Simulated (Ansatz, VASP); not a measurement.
## NbH2: VASP beside Ansatz

```xyz
3
Lattice="0.0000 2.2739 2.2739 2.2739 0.0000 2.2739 2.2739 2.2739 0.0000" Properties=species:S:1:pos:R:3 pbc="T T T"
Nb    0.0000    0.0000    0.0000
H     1.1369    1.1369    1.1369
H     3.4108    3.4108    3.4108
```

Change from the starting cell: volume scaled by 0.99, crystal datasets.

Alike in both runs: task electric field gradients; functional LDA; k mesh 15 × 15 × 15; occupations fermi-dirac, width 0.03 eV; no spin polarisation.

```csv
,VASP,Ansatz
version,VASP 6.6.1,Ansatz 0.2.0
potentials or method,"VASP PAW LDA potentials, release 64 (Nb_sv, H), cutoff 520 eV","all-electron PAW with datasets made for the crystal, scalar-relativistic"
```

Ansatz gave:

```
pressure (GPa) : -6.5
```

**Question.** Which values does VASP return?

**Answer.** Pressure (GPa): -6.6.

LDA's correlation is that of Perdew and Zunger in VASP and of Perdew and Wang (1992) in Ansatz. Ansatz ran all-electron here, and VASP with PAW potentials.
